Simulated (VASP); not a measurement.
# AlN (Cmcm) in VASP: further runs

AlN is run at these levels: PBE; tasks: single point.

All numbers are computed with VASP 6.6.1; they aren't measurements. Logs are shortened: lines on timing, memory, paths and dates and some standing lists are left out, and cuts for length are marked.

## 1. The cell of the first run

It takes space group Cmcm (No. 63, orthorhombic). The conventional cell has a = 4.104 Å, b = 4.104 Å, c = 4.104 Å, α = 90.00°, β = 90.00°, γ = 90.00°. Al (site symmetry m2m) has 6 N at 2.01 to 2.10 Å within 2.7 Å. Within 2.7 Å of N (site symmetry m2m) lie 6 Al at 2.01 to 2.10 Å.

## 2. Single point, PBE

INCAR reads:

```
SYSTEM = AlN
PREC = Accurate
ENCUT = 520
EDIFF = 1E-6
ISMEAR = 0
SIGMA = 0.05
LREAL = .FALSE.
LASPH = .TRUE.
NELM = 60
ALGO = Normal
ISIF = 2
LWAVE = .FALSE.
LCHARG = .TRUE.
GGA = PE
LELF = .TRUE.
LVHAR = .TRUE.
NBANDS = 16
```

KPOINTS reads:

```
regular mesh
0
G
  8 8 6
  0 0 0
```

POSCAR reads:

```
AlN
1.0
    0.0000000000     -2.0522097487     -2.0522097487
    0.0000000000      2.0522097487     -2.0522097487
    4.1044194972      0.0000000000      0.0000000000
Al N
2 2
Direct
    0.5173928713      0.4826071287      0.0000000000
   -0.0173928713      0.0173928713      0.5000000000
    0.4936900135      0.5063099865      0.5000000000
    0.0063099865      0.9936900135      0.0000000000
```

Potentials or basis: VASP PAW PBE potentials, release 64 (Al, N).

The run is started by

```
cat potpaw_PBE.64/Al/POTCAR potpaw_PBE.64/N/POTCAR > POTCAR
mpirun -np 1 vasp_std > vasp.out
```

OUTCAR:

```text
SYSTEM = AlN
   PREC = Accurate
   ENCUT = 520
   EDIFF = 1E-6
   ISMEAR = 0
   LREAL = .FALSE.
   LASPH = .TRUE.
   NELM = 60
   ISIF = 2
   GGA = PE

 ion  position               nearest neighbor table
   1  0.517  0.483  0.000-   4 2.01   4 2.05   4 2.05   3 2.05   3 2.05   4 2.10   2 2.80   2 2.80
                             2 2.91   2 2.91   2 2.91   2 2.91   2 3.00   2 3.00
   2  0.983  0.017  0.500-   3 2.01   3 2.05   3 2.05   4 2.05   4 2.05   3 2.10   1 2.80   1 2.80
                             1 2.91   1 2.91   1 2.91   1 2.91   1 3.00   1 3.00
   3  0.494  0.506  0.500-   2 2.01   2 2.05   2 2.05   1 2.05   1 2.05   2 2.10
   4  0.006  0.994  0.000-   1 2.01   1 2.05   1 2.05   2 2.05   2 2.05   1 2.10

  LATTYP: Found a simple tetragonal cell.
 ALAT       =     2.9022628594
 C/A-ratio  =     1.4142135623

  Lattice vectors:

 A1 = (   0.0000000000,  -2.0522097487,  -2.0522097487)
 A2 = (   0.0000000000,   2.0522097487,  -2.0522097487)
 A3 = (   4.1044194972,   0.0000000000,   0.0000000000)

Analysis of symmetry for initial positions (statically):
=====================================================================
 Subroutine PRICEL returns:
 Original cell was already a primitive cell.

 Routine SETGRP: Setting up the symmetry group for a
 simple tetragonal supercell.

 Subroutine GETGRP returns: Found  8 space group operations
 (whereof  4 operations were pure point group operations)
 out of a pool of 16 trial point group operations.

The static configuration has the point symmetry C_2v.
 The point group associated with its full space group is D_2h.

Analysis of symmetry for dynamics (positions and initial velocities):
=====================================================================
 Subroutine PRICEL returns:
 Original cell was already a primitive cell.

 Routine SETGRP: Setting up the symmetry group for a
 simple tetragonal supercell.

 Subroutine GETGRP returns: Found  8 space group operations
 (whereof  4 operations were pure point group operations)
 out of a pool of 16 trial point group operations.

The dynamic configuration has the point symmetry C_2v.
 The point group associated with its full space group is D_2h.

 Subroutine INISYM returns: Found  8 space group operations
 (whereof  4 operations are pure point group operations),
 and found     1 'primitive' translations

----------------------------------------------------------------------------------------

                                     Primitive cell

  volume of cell :      34.5721

  direct lattice vectors                    reciprocal lattice vectors
     0.000000000 -2.052209749 -2.052209749     0.000000000 -0.243639813 -0.243639813
     0.000000000  2.052209749 -2.052209749     0.000000000  0.243639813 -0.243639813
     4.104419497  0.000000000  0.000000000     0.243639813  0.000000000  0.000000000

  length of vectors
     2.902262859  2.902262859  4.104419497     0.344558728  0.344558728  0.243639813

  position of ions in fractional coordinates (direct lattice)
     0.517392871  0.482607129  0.000000000
     0.982607129  0.017392871  0.500000000
     0.493690014  0.506309986  0.500000000
     0.006309986  0.993690014  0.000000000

  ion indices of the primitive-cell ions
   primitive index   ion index
                 1           1
                 2           2
                 3           3
                 4           4

----------------------------------------------------------------------------------------

 KPOINTS: regular mesh

Automatic generation of k-mesh.
 Grid dimensions read from file:
 generate k-points for:    8    8    6

 Generating k-lattice:

  Cartesian coordinates                     Fractional coordinates (reciprocal lattice)
     0.000000000 -0.030454977 -0.030454977     0.125000000  0.000000000  0.000000000
     0.000000000  0.030454977 -0.030454977     0.000000000  0.125000000  0.000000000
     0.040606636  0.000000000  0.000000000     0.000000000  0.000000000  0.166666667

  Length of vectors
     0.043069841  0.043069841  0.040606636

  Shift w.r.t. Gamma in fractional coordinates (k-lattice)
     0.000000000  0.000000000  0.000000000

 Subroutine IBZKPT returns following result:
 ===========================================

 Found     84 irreducible k-points:

 Following reciprocal coordinates:
            Coordinates               Weight
  0.000000  0.000000  0.000000      1.000000
  0.125000  0.000000  0.000000      4.000000
  0.250000  0.000000  0.000000      4.000000
  0.375000  0.000000  0.000000      4.000000
  0.500000  0.000000  0.000000      2.000000
  0.125000  0.125000  0.000000      2.000000
[... 16 lines left out ...]
  0.125000  0.000000  0.166667      8.000000
  0.250000  0.000000  0.166667      8.000000
 [... further k-points ...]
   k-points           NKPTS =     84   k-points in BZ     NKDIM =     84   number of bands    NBANDS=     16
   number of dos      NEDOS =    301   number of ions     NIONS =      4
   total plane-waves  NPLWV =  18432
   dimension x,y,z NGX =    24 NGY =   24 NGZ =   32
   dimension x,y,z NGXF=    48 NGYF=   48 NGZF=   64
   ions per type =               2   2
   NGX,Y,Z   is equivalent  to a cutoff of  13.75, 13.75, 12.96 a.u.
   NGXF,Y,Z  is equivalent  to a cutoff of  27.50, 27.50, 25.92 a.u.
 SYSTEM =  AlN
   PREC   = accura    normal or accurate (medium, high low for compatibility)
   ISTART =      0    job   : 0-new  1-cont  2-samecut
   ICHARG =      2    charge: 1-file 2-atom 10-const
   ISPIN  =      1    spin polarized calculation?
   LNONCOLLINEAR =      F non collinear calculations
   LSORBIT =      F    spin-orbit coupling
   LASPH  =      T    aspherical Exc in radial PAW
   ENCUT  =  520.0 eV  38.22 Ry    6.18 a.u.   5.40  5.40  7.63*2*pi/ulx,y,z
   NELM   =     60;   NELMIN=  2; NELMDL= -5     # of ELM steps
   EDIFF  = 0.1E-05   stopping-criterion for ELM
   LREAL  =      F    real-space projection
[... 7 lines left out ...]
   TEBEG  =    0.0;   TEEND  =   0.0 temperature during run
   PSTRESS=    0.0 pullay stress
   NELECT =      16.0000    total number of electrons
   NUPDOWN=      -1.0000    fix difference up-down
   EMIN   =  10.00;   EMAX   =-10.00  energy-range for DOS
   EFERMI =   0.00;   METHOD = LEGACY
   ISMEAR =     0;   SIGMA  =   0.05  broadening in eV -4-tet -1-fermi 0-gaus
   EFERMI_NEDOS =   21; number of points for ismear=-14 and -15
   IALGO  =     38    algorithm
   IMIX   =      4    mixing-type and parameters
     AMIX     =   0.40;   BMIX     =  1.00
     AMIX_MAG =   1.60;   BMIX_MAG =  1.00
  volume/ion in A,a.u.               =       8.64        58.33
  Fermi-wavevector in a.u.,A,eV,Ry     =   1.266309  2.392977 21.817471  1.603539
  Thomas-Fermi vector in A             =   2.399517
   LORBIT       =      0    0 simple, 1 ext, 2 COOP (PROOUT), +10 PAW based schemes
   GGA     = PE    functional components
   LHFCALC =     F    Hartree Fock is set to
   AEXX    =    0.0000 exact exchange contribution
   IVDW    =     0    specifies the selected vdW correction
   LEPSILON=     F    determine dielectric tensor
   LRPA    =     F    only Hartree local field effects (RPA)
 non-spin polarized calculation
 Gauss-broadening in eV      SIGMA  =   0.05
  energy-cutoff  :      520.00
  volume of cell :       34.57
 maximum number of plane-waves:       951
 NGX is ok and might be reduce to    24
   NGX = 11   NGY = 11   NGZ = 15

 number of electron      16.0000002 magnetization

 Free energy of the ion-electron system (eV)
  ---------------------------------------------------
  ext. energy  EPLUGINS =         0.00000000
  ---------------------------------------------------
  free energy    TOTEN  =       -29.02275801 eV

  energy without entropy =      -29.02275801  energy(sigma->0) =      -29.02275801

 E-fermi :   9.6151     XC(G=0): -12.0758

 val. band max:        9.3945041285   @ k =   0.0000   0.0000   0.0000
 cond. band min:      13.5468311877   @ k =   0.5000   0.5000   0.0000
 fundamental gap:      4.1523270592
 Fermi energy:         9.6151135939

 k-point     1 :       0.0000    0.0000    0.0000
  band No.  band energies     occupation
      1      -7.7627      2.00000
      2      -3.7624      2.00000
      3       2.3086      2.00000
      4       6.7063      2.00000
      5       6.7102      2.00000
      6       9.3696      2.00000
[... 8 lines left out ...]
     15      23.0948      0.00000
     16      25.8787      0.00000

 k-point     2 :       0.1250    0.0000    0.0000
  band No.  band energies     occupation
      1      -7.5585      2.00000
      2      -3.7285      2.00000
      3       2.5191      2.00000
      4       5.7200      2.00000
      5       6.8362      2.00000
      6       8.4191      2.00000
[... 8 lines left out ...]
     15      22.7817      0.00000
     16      24.5029      0.00000

 k-point     3 :       0.2500    0.0000    0.0000
  band No.  band energies     occupation
      1      -6.9648      2.00000
      2      -3.7450      2.00000
      3       3.1409      2.00000
      4       4.1265      2.00000
      5       6.5846      2.00000
      6       7.2057      2.00000
[... 8 lines left out ...]
     15      22.6048      0.00000
     16      22.6880      0.00000

 k-point     4 :       0.3750    0.0000    0.0000
  band No.  band energies     occupation
      1      -6.0534      2.00000
      2      -4.1230      2.00000
      3       3.2836      2.00000
      4       4.1399      2.00000
      5       4.8384      2.00000
      6       6.8861      2.00000
[... 8 lines left out ...]
     15      21.5720      0.00000
     16      22.2946      0.00000

 k-point     5 :       0.5000    0.0000    0.0000
  band No.  band energies     occupation
      1      -4.9961      2.00000
      2      -4.9952      2.00000
      3       3.5904      2.00000
      4       3.6215      2.00000
      5       5.4278      2.00000
      6       5.4516      2.00000
[... 8 lines left out ...]
     15      21.3590      0.00000
     16      21.6893      0.00000

 k-point     6 :       0.1250    0.1250    0.0000
  band No.  band energies     occupation
      1      -7.3568      2.00000
      2      -3.6909      2.00000
      3       2.7277      2.00000
      4       5.6429      2.00000
      5       6.0989      2.00000
      6       8.0099      2.00000
[... 8 lines left out ...]
     15      22.2606      0.00000
     16      22.5327      0.00000

 k-point     7 :      -0.1250    0.1250    0.0000
  band No.  band energies     occupation
      1      -7.3568      2.00000
      2      -3.6908      2.00000
      3       2.7277      2.00000
      4       5.6443      2.00000
      5       6.0984      2.00000
      6       8.0042      2.00000
[... 8 lines left out ...]
     15      22.5294      0.00000
     16      22.8241      0.00000

 k-point     8 :       0.2500    0.1250    0.0000
  band No.  band energies     occupation
      1      -6.7721      2.00000
      2      -3.6895      2.00000
      3       3.3425      2.00000
      4       4.2051      2.00000
      5       6.3565      2.00000
      6       6.4662      2.00000
[... 8 lines left out ...]
     15      22.1159      0.00000
     16      23.0619      0.00000

 k-point     9 :      -0.1250    0.2500    0.0000
  band No.  band energies     occupation
      1      -6.7721      2.00000
      2      -3.6892      2.00000
      3       3.3426      2.00000
      4       4.2050      2.00000
      5       6.3843      2.00000
      6       6.4373      2.00000
[... 8 lines left out ...]
     15      22.2418      0.00000
     16      22.9851      0.00000
[... 172 lines left out ...]
 k-point    19 :      -0.3750    0.3750    0.0000
  band No.  band energies     occupation
      1      -4.6735      2.00000
      2      -3.6913      2.00000
      3       2.7271      2.00000
      4       3.4175      2.00000
      5       5.6465      2.00000
      6       6.0982      2.00000
[... 8 lines left out ...]
     15      23.6852      0.00000
     16      25.3276      0.00000

 k-point    20 :       0.5000    0.3750    0.0000
  band No.  band energies     occupation
      1      -3.9957      2.00000
      2      -3.9944      2.00000
      3       2.6888      2.00000
      4       2.6972      2.00000
      5       6.4705      2.00000
      6       6.4845      2.00000
[... 8 lines left out ...]
     15      25.0690      0.00000
     16      25.1851      0.00000

 k-point    21 :       0.5000    0.5000    0.0000
  band No.  band energies     occupation
      1      -3.7635      2.00000
      2      -3.7632      2.00000
      3       2.3081      2.00000
      4       2.3090      2.00000
      5       6.7053      2.00000
      6       6.7072      2.00000
[... 8 lines left out ...]
     15      25.9403      0.00000
     16      25.9725      0.00000

 k-point    22 :       0.0000    0.0000    0.1667
  band No.  band energies     occupation
      1      -7.5810      2.00000
      2      -4.2130      2.00000
      3       2.8459      2.00000
      4       6.8415      2.00000
      5       6.8461      2.00000
      6       8.6988      2.00000
[... 8 lines left out ...]
     15      22.6842      0.00000
     16      24.0032      0.00000

 k-point    23 :       0.1250    0.0000    0.1667
  band No.  band energies     occupation
      1      -7.3795      2.00000
      2      -4.1392      2.00000
      3       2.9213      2.00000
      4       5.9878      2.00000
      5       6.9653      2.00000
      6       7.6087      2.00000
[... 8 lines left out ...]
     15      22.3230      0.00000
     16      24.2859      0.00000

 k-point    24 :       0.2500    0.0000    0.1667
  band No.  band energies     occupation
      1      -6.7965      2.00000
      2      -4.0259      2.00000
      3       2.8226      2.00000
      4       5.0123      2.00000
      5       5.7694      2.00000
      6       7.3150      2.00000
[... 8 lines left out ...]
     15      21.7111      0.00000
     16      23.1412      0.00000

 [... further k-points ...]
[... 5 lines left out ...]
  --------------------------------------------------------------------------------------
  -------------------------------------------------------------------------------------
  Total       -1.2229411     -1.1216127     -1.4068444      0.0000000      0.0000000      0.0000000
  in kB      -56.6749161    -51.9790434    -65.1975693      0.0000000      0.0000000      0.0000000
  external PRESSURE =     -57.9505096 kB  Pullay stress =       0.0000000 kB

 VOLUME and BASIS-vectors are now :
 -----------------------------------------------------------------------------
  energy-cutoff  :      520.00
  volume of cell :       34.57
      direct lattice vectors                 reciprocal lattice vectors
     0.000000000 -2.052209749 -2.052209749     0.000000000 -0.243639813 -0.243639813
     0.000000000  2.052209749 -2.052209749     0.000000000  0.243639813 -0.243639813
     4.104419497  0.000000000  0.000000000     0.243639813  0.000000000  0.000000000

 POSITION                                       TOTAL-FORCE (eV/Angst)
 -----------------------------------------------------------------------------------
      0.00000     -0.07139     -2.05221         0.000000      0.672025      0.000000
      2.05221     -1.98082     -2.05221         0.000000     -0.672025      0.000000
      2.05221      0.02590     -2.05221         0.000000     -0.161698      0.000000
      0.00000      2.02631     -2.05221         0.000000      0.161698      0.000000
 -----------------------------------------------------------------------------------
    total drift:                                0.000000      0.000000     -0.000000

  FREE ENERGIE OF THE ION-ELECTRON SYSTEM (eV)
  ---------------------------------------------------
  free  energy   TOTEN  =       -29.0227580138 eV

  energy  without entropy=      -29.0227580138  energy(sigma->0) =      -29.02275801
```

Wall time 32 s (1 thread of Intel Xeon Platinum 8259CL at 2.50GHz (Skylake/Cascade Lake), shared host); peak memory 0.17 GiB.

Results:

```yaml
Free_energy: -29.0228 eV
Pressure: -5.8 GPa
Largest_force: 0.672 eV/Å
Band_gap_on_the_k_mesh: 4.15 eV
```

Forces in eV/Å, atoms in the order of the input:
```
Al   0.000  0.672  0.000
Al   0.000 -0.672  0.000
N    0.000 -0.162  0.000
N    0.000  0.162  0.000
```

Levels at points of the mesh, in eV from the valence-band top:
```tsv
k point	band 6	band 7	band 8	band 9	band 10	band 11
(0.00, 0.00, 0.00)	-0.02	-0.01	0.00	4.18	5.02	5.37
(0.50, 0.00, 0.00)	-3.94	-1.07	-1.04	7.90	8.13	9.84
(0.50, 0.50, 0.00)	-2.69	-2.68	-2.68	4.15	4.17	5.33
(0.00, 0.00, 0.50)	-1.56	-1.56	-1.56	7.20	7.20	7.47
(0.50, 0.00, 0.50)	-1.00	-0.99	-0.99	5.83	5.83	10.61
(0.50, 0.50, 0.50)	-5.46	-3.80	-3.80	7.61	7.61	10.41
```

A k mesh can miss the band edges. PBE gaps usually lie below the measured ones, often by a third to a half.

## 3. Single point, PBE

INCAR reads:

```
SYSTEM = AlN
ALGO = Normal
EDIFF = 1E-6
ENCUT = 520
GGA = PE
ISIF = 2
ISMEAR = 0
LASPH = .True.
LCHARG = .True.
LELF = .True.
LREAL = .False.
LVHAR = .True.
LWAVE = .False.
NBANDS = 16
NELM = 100
PREC = Accurate
SIGMA = 0.05
```

KPOINTS reads:

```
k-points
0
Gamma
  8 8 6
  0 0 0
```

POSCAR reads:

```
AlN
1.0
    0.0000000000     -2.0522097487     -2.0522097487
    0.0000000000      2.0522097487     -2.0522097487
    4.1044194972      0.0000000000      0.0000000000
Al N
2 2
Direct
    0.5231904950      0.4768095050      0.0000000000
   -0.0231904950      0.0231904950      0.5000000000
    0.4915866847      0.5084133153      0.5000000000
    0.0084133153      0.9915866847      0.0000000000
```

Potentials or basis: VASP PAW PBE potentials, release 64 (Al, N).

The run is started by

```
cat potpaw_PBE.64/Al/POTCAR potpaw_PBE.64/N/POTCAR > POTCAR
mpirun -np 1 vasp_std > vasp.out
```

It took 25 s on 1 thread of Intel Xeon Platinum 8259CL at 2.50GHz (Skylake/Cascade Lake), shared host; peak memory 0.17 GiB.

The run converged. Its results:

```
Free energy            : -28.9820 eV
Pressure               : -5.4 GPa
Largest force          : 0.905 eV/Å
Band gap on the k mesh : 4.13 eV, indirect (least direct gap 4.18 eV)
```

Forces in eV/Å, atoms in the order of the input:
```
Al   0.000  0.905  0.000
Al   0.000 -0.905  0.000
N    0.000 -0.211  0.000
N    0.000  0.211  0.000
```

Stress tensor (GPa, compression positive):
```
-5.18  0.00  0.00
 0.00 -4.36  0.00
 0.00  0.00 -6.71
```

Levels at points of the mesh, in eV from the valence-band top:
```
           k point  band 5  band 6  band 7  band 8  band 9  band 10  band 11  band 12
(0.00, 0.00, 0.00)   -2.69   -0.04   -0.02    0.00    4.18     5.00     5.36    11.68
(0.50, 0.00, 0.00)   -3.97   -3.94   -1.08   -1.04    7.85     8.15     9.78     9.88
(0.50, 0.50, 0.00)   -2.69   -2.69   -2.69   -2.68    4.13     4.17     5.30     5.37
(0.00, 0.00, 0.50)   -1.57   -1.57   -1.56   -1.56    7.19     7.19     7.46     7.46
(0.50, 0.00, 0.50)   -1.00   -1.00   -0.99   -0.99    5.81     5.81    10.59    10.59
(0.50, 0.50, 0.50)   -5.47   -5.47   -3.80   -3.80    7.59     7.59    10.36    10.36
```

A k mesh can miss the band edges. As with any semilocal functional, this PBE gap is likely too small.

(Continued in part 2 of 2.)
